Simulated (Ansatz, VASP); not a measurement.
**Be in VASP and in Ansatz**

The input INCAR:

```
PREC = Accurate ; ENCUT = 520
EDIFF = 1E-6 ; ISMEAR = -1
SIGMA = 0.1 ; LREAL = False
LASPH = True ; NELM = 60
ALGO = Normal ; ISIF = 2
LWAVE = False ; LCHARG = False
GGA = B5 ; ALDAX = 1.0
AGGAX = 1.0 ; AGGAC = 1.0
ALDAC = 0.0 ; NBANDS = 7
```

The input KPOINTS:

```
regular mesh
0
Gamma
  16 16 16
```

The input POSCAR:

```
Be
1.0
    2.1906937427      0.0000000000      0.0000000000
    0.0000000000      2.1906937427      0.0000000000
    0.0000000000      0.0000000000      2.1906937427
Be
1
Direct
    0.0000000000      0.0000000000      0.0000000000
```

Input for Ansatz:

```yaml
crystal:
  lattice:
    - [2.1906937427, 0.0, 0.0]
    - [0.0, 2.1906937427, 0.0]
    - [0.0, 0.0, 2.1906937427]
  atoms:
    - { symbol: Be, position: [0.0, 0.0, 0.0] }
hamiltonian:
  xc: blyp
  pseudopotentials:
    kind: paw
    azcp:
      Be: "pseudopotentials/Be.paw.azcp"
basis:
  ecutwfc: 420
  fft_grid_basis: typed
kpoints:
  mp_grid: { grid: [16, 16, 16], shift: [0, 0, 0] }
magnetization:
  spin_polarized: false
scf:
  occupations: { method: fermi_dirac, width: 0.1 }
  lower_state_search: "off"
output:
  stress: true
  write_density: true
  write_potential: true
  elf: true
  volumetric_format: npy
```

Alike in both runs: task single point; functional BLYP; k mesh 16 × 16 × 16; occupations fermi-dirac, width 0.1 eV; no spin polarisation.

```csv
,VASP,Ansatz
version,VASP 6.6.1,Ansatz 0.2.0
potentials or method,"VASP PAW PBE potentials, release 64 (Be), cutoff 520 eV","plane waves (420 eV) with PAW, scalar-relativistic"
valence electrons in the cell,2,2
```

Ansatz gave:

```
pressure (GPa) : 0.1
```

Problem. What did VASP give for the same quantities?

Solution. Pressure (GPa): 0.2.

VASP's potentials were made for PBE, not for BLYP. The functional is the same, so the differences come from potentials, cutoffs and numerics.
